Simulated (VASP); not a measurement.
# ZrC (CsCl type) (Pm-3m) in VASP: notebook

The runs below take ZrC (CsCl type) through single point, with PBE.

Everything below comes from runs of VASP 6.6.1. Logs are shortened: lines on timing, memory, paths and dates and some standing lists are left out, and cuts for length are marked.

## Step 1: The cell of the first run

The structure is cubic, space group Pm-3m (No. 221). The conventional cell has a = 2.595 Å, b = 2.595 Å, c = 2.595 Å, α = 90.00°, β = 90.00°, γ = 90.00°. Zr (site symmetry m-3m) has 8 C at 2.25 Å and 6 Zr at 2.59 Å within 3.0 Å. Within 3.0 Å of C (site symmetry m-3m) lie 8 Zr at 2.25 Å and 6 C at 2.59 Å.

## Step 2: Single point, PBE (volume scaled by 0.7)

The input, INCAR:

```
SYSTEM = ZrC
ALGO = Normal
EDIFF = 1E-6
ENCUT = 520
GGA = PE
ISIF = 2
ISMEAR = -1
LASPH = .TRUE.
LCHARG = .FALSE.
LREAL = .FALSE.
LWAVE = .FALSE.
NBANDS = 15
NELM = 100
PREC = Accurate
SIGMA = 0.1
```

The input, KPOINTS:

```
k-points
0
G
  14 14 14
  0 0 0
```

The input, POSCAR:

```
ZrC
1.0
    2.5948413539      0.0000000000      0.0000000000
    0.0000000000      2.5948413539      0.0000000000
    0.0000000000      0.0000000000      2.5948413539
Zr C
1 1
Direct
    0.0000000000      0.0000000000      0.0000000000
    0.5000000000      0.5000000000      0.5000000000
```

Potentials or basis: VASP PAW PBE potentials, release 64 (Zr_sv, C).

Run with:

```
> cat potpaw_PBE.64/Zr_sv/POTCAR potpaw_PBE.64/C/POTCAR > POTCAR
> mpirun -np 1 vasp_std > vasp.out
```

OUTCAR:

```text
SYSTEM = ZrC
   EDIFF = 1E-6
   ENCUT = 520
   GGA = PE
   ISIF = 2
   ISMEAR = -1
   LASPH = .TRUE.
   LREAL = .FALSE.
   NELM = 100
   PREC = Accurate

 ion  position               nearest neighbor table
   1  0.000  0.000  0.000-   2 2.25   2 2.25   2 2.25   2 2.25   2 2.25   2 2.25   2 2.25   2 2.25

   2  0.500  0.500  0.500-   1 2.25   1 2.25   1 2.25   1 2.25   1 2.25   1 2.25   1 2.25   1 2.25

  LATTYP: Found a simple cubic cell.
 ALAT       =     2.5948413539

  Lattice vectors:

 A1 = (   2.5948413539,   0.0000000000,   0.0000000000)
 A2 = (   0.0000000000,   2.5948413539,   0.0000000000)
 A3 = (   0.0000000000,   0.0000000000,   2.5948413539)

Analysis of symmetry for initial positions (statically):
=====================================================================
 Subroutine PRICEL returns:
 Original cell was already a primitive cell.

 Routine SETGRP: Setting up the symmetry group for a
 simple cubic supercell.

 Subroutine GETGRP returns: Found 48 space group operations
 (whereof 48 operations were pure point group operations)
 out of a pool of 48 trial point group operations.

The static configuration has the point symmetry O_h .

Analysis of symmetry for dynamics (positions and initial velocities):
=====================================================================
 Subroutine PRICEL returns:
 Original cell was already a primitive cell.

 Routine SETGRP: Setting up the symmetry group for a
 simple cubic supercell.

 Subroutine GETGRP returns: Found 48 space group operations
 (whereof 48 operations were pure point group operations)
 out of a pool of 48 trial point group operations.

The dynamic configuration has the point symmetry O_h .

 Subroutine INISYM returns: Found 48 space group operations
 (whereof 48 operations are pure point group operations),
 and found     1 'primitive' translations

----------------------------------------------------------------------------------------

                                     Primitive cell

  volume of cell :      17.4716

  direct lattice vectors                    reciprocal lattice vectors
     2.594841354  0.000000000  0.000000000     0.385380015  0.000000000  0.000000000
     0.000000000  2.594841354  0.000000000     0.000000000  0.385380015  0.000000000
     0.000000000  0.000000000  2.594841354     0.000000000  0.000000000  0.385380015

  length of vectors
     2.594841354  2.594841354  2.594841354     0.385380015  0.385380015  0.385380015

  position of ions in fractional coordinates (direct lattice)
     0.000000000  0.000000000  0.000000000
     0.500000000  0.500000000  0.500000000

  ion indices of the primitive-cell ions
   primitive index   ion index
                 1           1
                 2           2

----------------------------------------------------------------------------------------

 KPOINTS: k-points

Automatic generation of k-mesh.
 Grid dimensions read from file:
 generate k-points for:   14   14   14

 Generating k-lattice:

  Cartesian coordinates                     Fractional coordinates (reciprocal lattice)
     0.027527144  0.000000000  0.000000000     0.071428571  0.000000000  0.000000000
     0.000000000  0.027527144  0.000000000     0.000000000  0.071428571  0.000000000
     0.000000000  0.000000000  0.027527144     0.000000000  0.000000000  0.071428571

  Length of vectors
     0.027527144  0.027527144  0.027527144

  Shift w.r.t. Gamma in fractional coordinates (k-lattice)
     0.000000000  0.000000000  0.000000000

 Subroutine IBZKPT returns following result:
 ===========================================

 Found    120 irreducible k-points:

 Following reciprocal coordinates:
            Coordinates               Weight
  0.000000  0.000000  0.000000      1.000000
  0.071429  0.000000  0.000000      6.000000
  0.142857  0.000000  0.000000      6.000000
  0.214286  0.000000  0.000000      6.000000
  0.285714  0.000000  0.000000      6.000000
  0.357143  0.000000  0.000000      6.000000
[... 16 lines left out ...]
  0.285714  0.214286  0.000000     24.000000
  0.357143  0.214286  0.000000     24.000000
 [... further k-points ...]
   k-points           NKPTS =    120   k-points in BZ     NKDIM =    120   number of bands    NBANDS=     15
   number of dos      NEDOS =    301   number of ions     NIONS =      2
   total plane-waves  NPLWV =   8000
   dimension x,y,z NGX =    20 NGY =   20 NGZ =   20
   dimension x,y,z NGXF=    40 NGYF=   40 NGZF=   40
   ions per type =               1   1
   NGX,Y,Z   is equivalent  to a cutoff of  12.81, 12.81, 12.81 a.u.
   NGXF,Y,Z  is equivalent  to a cutoff of  25.63, 25.63, 25.63 a.u.
 SYSTEM =  ZrC
   PREC   = accura    normal or accurate (medium, high low for compatibility)
   ISTART =      0    job   : 0-new  1-cont  2-samecut
   ICHARG =      2    charge: 1-file 2-atom 10-const
   ISPIN  =      1    spin polarized calculation?
   LNONCOLLINEAR =      F non collinear calculations
   LSORBIT =      F    spin-orbit coupling
   LASPH  =      T    aspherical Exc in radial PAW
   ENCUT  =  520.0 eV  38.22 Ry    6.18 a.u.   4.82  4.82  4.82*2*pi/ulx,y,z
   NELM   =    100;   NELMIN=  2; NELMDL= -5     # of ELM steps
   EDIFF  = 0.1E-05   stopping-criterion for ELM
   LREAL  =      F    real-space projection
   EDIFFG = 0.1E-04   stopping-criterion for IOM
   NSW    =      0    number of steps for IOM
   IBRION =     -1    ionic relax: 0-MD 1-quasi-New 2-CG
   NFREE  =      0    steps in history (QN), initial steepest desc. (CG)
   ISIF   =      2    stress and relaxation
   ISYM   =      2    0-nonsym 1-usesym 2-fastsym
   POTIM  = 0.5000    time-step for ionic-motion
   TEBEG  =    0.0;   TEEND  =   0.0 temperature during run
   PSTRESS=    0.0 pullay stress
   NELECT =      16.0000    total number of electrons
   NUPDOWN=      -1.0000    fix difference up-down
   EMIN   =  10.00;   EMAX   =-10.00  energy-range for DOS
   EFERMI =   0.00;   METHOD = LEGACY
   ISMEAR =    -1;   SIGMA  =   0.10  broadening in eV -4-tet -1-fermi 0-gaus
   EFERMI_NEDOS =   21; number of points for ismear=-14 and -15
   IALGO  =     38    algorithm
   IMIX   =      4    mixing-type and parameters
     AMIX     =   0.40;   BMIX     =  1.00
     AMIX_MAG =   1.60;   BMIX_MAG =  1.00
  volume/ion in A,a.u.               =       8.74        58.95
  Fermi-wavevector in a.u.,A,eV,Ry     =   1.589781  3.004251 34.387421  2.527404
  Thomas-Fermi vector in A             =   2.688578
   LORBIT       =      0    0 simple, 1 ext, 2 COOP (PROOUT), +10 PAW based schemes
   GGA     = PE    functional components
   LHFCALC =     F    Hartree Fock is set to
   AEXX    =    0.0000 exact exchange contribution
   IVDW    =     0    specifies the selected vdW correction
   LEPSILON=     F    determine dielectric tensor
   LRPA    =     F    only Hartree local field effects (RPA)
 non-spin polarized calculation
  energy-cutoff  :      520.00
  volume of cell :       17.47
 maximum number of plane-waves:       482
 NGX is ok and might be reduce to    20
   NGX =  9   NGY =  9   NGZ =  9

 number of electron      16.0000000 magnetization

 Free energy of the ion-electron system (eV)
  ---------------------------------------------------
  ext. energy  EPLUGINS =         0.00000000
  ---------------------------------------------------
  free energy    TOTEN  =       -14.60202682 eV

  energy without entropy =      -14.55087086  energy(sigma->0) =      -14.57644884

 E-fermi :  15.4953     XC(G=0): -14.3338

 val. band max:       15.4913991524   @ k =   0.4286   0.2857   0.2143
 cond. band min:      15.4971022179   @ k =   0.2857   0.1429   0.1429
 fundamental gap:      0.0057030655
 Fermi energy:        15.4952869378

 k-point     1 :       0.0000    0.0000    0.0000
  band No.  band energies     occupation
      1     -32.8725      2.00000
      2      -9.4223      2.00000
      3      -9.4223      2.00000
      4      -9.4223      2.00000
      5       2.3032      2.00000
      6      12.1541      2.00000
      7      12.1541      2.00000
      8      17.2805      0.00000
      9      17.2805      0.00000
     10      17.2805      0.00000
     11      23.0855      0.00000
     12      23.0855      0.00000
     13      23.0855      0.00000
     14      30.4837      0.00000
     15      35.9363      0.00000

 k-point     2 :       0.0714    0.0000    0.0000
  band No.  band energies     occupation
      1     -32.8479      2.00000
      2      -9.6374      2.00000
      3      -9.4028      2.00000
      4      -9.4028      2.00000
      5       2.4881      2.00000
      6      12.2205      2.00000
      7      12.2929      2.00000
      8      17.0258      0.00000
      9      17.0258      0.00000
     10      17.1904      0.00000
     11      23.1238      0.00000
     12      23.2726      0.00000
     13      23.2726      0.00000
     14      30.6594      0.00000
     15      34.2357      0.00000

 k-point     3 :       0.1429    0.0000    0.0000
  band No.  band energies     occupation
      1     -32.7782      2.00000
      2     -10.2051      2.00000
      3      -9.3478      2.00000
      4      -9.3478      2.00000
      5       2.9873      2.00000
      6      12.4136      2.00000
      7      12.4907      2.00000
      8      16.3824      0.00028
      9      16.3824      0.00028
     10      17.2007      0.00000
     11      23.2333      0.00000
     12      23.7510      0.00000
     13      23.7510      0.00000
     14      31.0644      0.00000
     15      31.9155      0.00000
[... 343 lines left out ...]
 k-point    23 :       0.2857    0.2143    0.0000
  band No.  band energies     occupation
      1     -32.3679      2.00000
      2     -11.4719      2.00000
      3     -10.5734      2.00000
      4      -9.0388      2.00000
      5       4.9845      2.00000
      6      10.9377      2.00000
      7      13.5590      2.00000
      8      15.1113      1.95791
      9      15.4906      1.02326
     10      20.2153      0.00000
     11      20.7795      0.00000
     12      23.9171      0.00000
     13      25.4284      0.00000
     14      30.1106      0.00000
     15      32.5887      0.00000

 k-point    24 :       0.3571    0.2143    0.0000
  band No.  band energies     occupation
      1     -32.2617      2.00000
      2     -12.0736      2.00000
      3     -10.4588      2.00000
      4      -8.9613      2.00000
      5       5.2701      2.00000
      6      10.4996      2.00000
      7      13.5205      2.00000
      8      14.7989      1.99811
      9      15.4780      1.08603
     10      20.8851      0.00000
     11      21.7700      0.00000
     12      24.2851      0.00000
     13      24.8358      0.00000
     14      29.5592      0.00000
     15      31.7008      0.00000

 [... further k-points ...]
[... 5 lines left out ...]
  --------------------------------------------------------------------------------------
  -------------------------------------------------------------------------------------
  Total       15.1803981     15.1803981     15.1803981      0.0000000      0.0000000      0.0000000
  in kB     1392.0707590   1392.0707590   1392.0707590      0.0000000      0.0000000      0.0000000
  external PRESSURE =    1392.0707590 kB  Pullay stress =       0.0000000 kB

 VOLUME and BASIS-vectors are now :
 -----------------------------------------------------------------------------
  energy-cutoff  :      520.00
  volume of cell :       17.47
      direct lattice vectors                 reciprocal lattice vectors
     2.594841354  0.000000000  0.000000000     0.385380015  0.000000000  0.000000000
     0.000000000  2.594841354  0.000000000     0.000000000  0.385380015  0.000000000
     0.000000000  0.000000000  2.594841354     0.000000000  0.000000000  0.385380015

 POSITION                                       TOTAL-FORCE (eV/Angst)
 -----------------------------------------------------------------------------------
      0.00000      0.00000      0.00000         0.000000      0.000000      0.000000
      1.29742      1.29742      1.29742         0.000000      0.000000      0.000000
 -----------------------------------------------------------------------------------
    total drift:                                0.000000      0.000000      0.000000

  FREE ENERGIE OF THE ION-ELECTRON SYSTEM (eV)
  ---------------------------------------------------
  free  energy   TOTEN  =       -14.6020268196 eV

  energy  without entropy=      -14.5508708576  energy(sigma->0) =      -14.57644884
```

Run time: 15 s. Hardware: 1 thread of Intel Xeon 6975P-C (Granite Rapids), shared host; peak memory 0.14 GiB.

Results:

```
Free energy            : -14.6020 eV
Pressure               : 139.2 GPa
Band gap on the k mesh : zero (band 8 reaches 17.28 eV, above the bottom of band 9 at 13.74 eV)
```

## Step 3: Single point, PBE (volume scaled by 0.7)

The input, INCAR:

```
  PREC = Accurate
  ENCUT = 520
  EDIFF = 1E-6
  ISMEAR = -1
  SIGMA = 0.1
  LREAL = False
  LASPH = True
  NELM = 80
  ALGO = Normal
  ISIF = 2
  LWAVE = False
  LCHARG = False
  GGA = PE
  NBANDS = 15
```

The input, KPOINTS:

```
Automatic mesh
0
Gamma
  14 14 14
```

POSCAR is that of step 2.

Potentials or basis: VASP PAW PBE potentials, release 64 (Zr_sv, C).

Run with:

```
> cat potpaw_PBE.64/Zr_sv/POTCAR potpaw_PBE.64/C/POTCAR > POTCAR
> mpirun -np 1 vasp_std > vasp.out
```

Run time: 16 s. Hardware: 1 thread of Intel Xeon 6975P-C (Granite Rapids), shared host; peak memory 0.14 GiB.

Results (log left out):

- Free energy: -14.6020 eV
- Pressure: 139.2 GPa
- Band gap on the k mesh: zero (band 8 reaches 17.28 eV, above the bottom of band 9 at 13.74 eV)

Levels at points of the mesh, in eV from the Fermi level:
```csv
k point,band 6,band 7,band 8,band 9,band 10,band 11
"(0.00, 0.00, 0.00)",-3.34,-3.34,1.79,1.79,1.79,7.59
"(0.50, 0.00, 0.00)",-6.83,-1.89,-1.89,-1.66,8.45,8.86
"(0.50, 0.50, 0.00)",-2.01,-2.01,-0.54,2.10,3.33,3.33
"(0.50, 0.50, 0.50)",-7.94,-7.94,-7.40,11.78,11.78,12.75
```

## Step 4: Single point, PBE (volume scaled by 0.8)

The input, INCAR:

```
SYSTEM = ZrC
PREC = Accurate ; ENCUT = 520
EDIFF = 1E-6 ; ISMEAR = -1
SIGMA = 0.1 ; LREAL = .False.
LASPH = .True. ; NELM = 100
ALGO = Normal ; ISIF = 2
LWAVE = .False. ; LCHARG = .False.
GGA = PE ; NBANDS = 15
```

The input, KPOINTS:

```
Automatic mesh
0
Gamma
  14 14 14
  0 0 0
```

The input, POSCAR:

```
ZrC
1.0
    2.7129479380      0.0000000000      0.0000000000
    0.0000000000      2.7129479380      0.0000000000
    0.0000000000      0.0000000000      2.7129479380
Zr C
1 1
Direct
    0.0000000000      0.0000000000      0.0000000000
    0.5000000000      0.5000000000      0.5000000000
```

Run with:

```
> cat potpaw_PBE.64/Zr_sv/POTCAR potpaw_PBE.64/C/POTCAR > POTCAR
> mpirun -np 1 vasp_std > vasp.out
```

It took 16 s on 1 thread of Intel Xeon 6975P-C (Granite Rapids), shared host; peak memory 0.15 GiB.

It converged, with:

| Item | Value |
| --- | --- |
| Free energy | -16.1597 eV |
| Pressure | 67.2 GPa |
| Band gap on the k mesh | zero (band 8 reaches 14.94 eV, above the bottom of band 9 at 12.04 eV) |

Levels at points of the mesh, in eV from the Fermi level:
| k point | band 4 | band 5 | band 6 | band 7 | band 8 | band 9 | band 10 | band 11 | band 12 | band 13 |
| --- | --- | --- | --- | --- | --- | --- | --- | --- | --- | --- |
| (0.00, 0.00, 0.00) | -25.35 | -12.75 | -2.73 | -2.73 | 1.50 | 1.50 | 1.50 | 6.64 | 6.64 | 6.64 |
| (0.50, 0.00, 0.00) | -25.08 | -8.94 | -6.41 | -1.53 | -1.53 | -1.31 | 7.32 | 7.72 | 9.62 | 9.62 |
| (0.50, 0.50, 0.00) | -24.86 | -11.13 | -2.17 | -2.17 | -0.59 | 2.05 | 3.08 | 3.08 | 6.00 | 9.74 |
| (0.50, 0.50, 0.50) | -26.83 | -7.34 | -6.84 | -6.84 | -6.84 | 10.07 | 10.07 | 11.05 | 11.05 | 11.05 |

## Step 5: Single point, PBE (volume scaled by 0.9)

The input, INCAR:

```
PREC = Accurate ; ENCUT = 520
EDIFF = 1E-6 ; ISMEAR = -1
SIGMA = 0.1 ; LREAL = F
LASPH = T ; NELM = 60
ALGO = Normal ; ISIF = 2
LWAVE = F ; LCHARG = F
GGA = PE ; NBANDS = 15
```

The input, KPOINTS:

```
regular mesh
0
Gamma
  14 14 14
```

The input, POSCAR:

```
ZrC
1.0
    2.8215795593      0.0000000000      0.0000000000
    0.0000000000      2.8215795593      0.0000000000
    0.0000000000      0.0000000000      2.8215795593
Zr C
1 1
Direct
    0.0000000000      0.0000000000      0.0000000000
    0.5000000000      0.5000000000      0.5000000000
```

Run with:

```
> cat potpaw_PBE.64/Zr_sv/POTCAR potpaw_PBE.64/C/POTCAR > POTCAR
> mpirun -np 1 vasp_std > vasp.out
```

It took 18 s on 1 thread of Intel Xeon 6975P-C (Granite Rapids), shared host; peak memory 0.16 GiB.

The run converged. Its results:

- Free energy: -16.8528 eV
- Pressure: 25.2 GPa
- Band gap on the k mesh: zero (band 8 reaches 13.09 eV, above the bottom of band 9 at 10.65 eV)

Levels at points of the mesh, in eV from the Fermi level:
| k point | band 5 | band 6 | band 7 | band 8 | band 9 | band 10 | band 11 | band 12 |
| --- | --- | --- | --- | --- | --- | --- | --- | --- |
| (0.00, 0.00, 0.00) | -12.28 | -2.29 | -2.29 | 1.31 | 1.31 | 1.31 | 5.86 | 5.86 |
| (0.50, 0.00, 0.00) | -9.07 | -6.02 | -1.27 | -1.27 | -1.06 | 6.42 | 6.79 | 8.50 |
| (0.50, 0.50, 0.00) | -10.44 | -2.22 | -2.22 | -0.62 | 1.97 | 2.85 | 2.85 | 4.99 |
| (0.50, 0.50, 0.50) | -7.31 | -5.99 | -5.99 | -5.99 | 8.73 | 8.73 | 9.70 | 9.70 |

## Step 6: The runs side by side

| cell | gap on the mesh (eV) | pressure (GPa) |
| --- | --- | --- |
| a = 2.595 Å, 2 atoms | none | 139.2 |
| a = 2.713 Å, 2 atoms | none | 67.2 |
| a = 2.822 Å, 2 atoms | none | 25.2 |

Alike in all rows: task single point; level PBE; potentials or basis VASP PAW PBE potentials, release 64 (Zr_sv, C); no spin polarisation; k mesh 14 × 14 × 14; cutoff (eV) 520; smearing fermi-dirac 0.1 eV.

Total energies depend on the potentials used, so only differences within one code and one set of settings carry meaning.
